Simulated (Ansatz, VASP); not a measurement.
# Two plane-wave programs on Te3As4

```
Te As
1.0
    -3.55016    3.55016    3.55016
     3.55016   -3.55016    3.55016
     3.55016    3.55016   -3.55016
Te As
3 4
Direct
  0.00000 0.50000 0.50000
  0.50000 0.00000 0.50000
  0.50000 0.50000 0.00000
  0.50000 0.50000 0.50000
  0.00000 0.00000 0.50000
  0.00000 0.50000 0.00000
  0.50000 0.00000 0.00000
```

Alike in both runs: task relaxation of cell and atoms; functional PBE; k mesh 8 × 8 × 8; occupations gaussian, width 0.1 eV; no spin polarisation.

|  | VASP | Ansatz |
| --- | --- | --- |
| version | VASP 6.6.1 | Ansatz 0.2.0 |
| potentials or method | VASP PAW PBE potentials, release 64 (Te, As), cutoff 600 eV | scalar-relativistic, plane waves, PAW |
| valence electrons in the cell | 38 | 108 |

Ansatz gave:

| Property | Result |
| --- | --- |
| gap on the k mesh at the Fermi level, each at its own relaxed structure (eV) | none |
| relaxed volume (Å³/atom) | 25.11 |
| relaxed cell length with the largest relative difference (Å) | 6.112 |

Estimate VASP's values.

gap on the k mesh at the Fermi level, each at its own relaxed structure (eV): none; relaxed volume (Å³/atom): 25.09; relaxed cell length with the largest relative difference (Å): 6.110.

A gap of «none» marks a metal or a gap that the smearing closes. VASP's potentials hold 38 valence electrons a cell and Ansatz's 108, so a difference there can come from the potentials and not from the codes.

Neither program's run includes spin-orbit coupling.
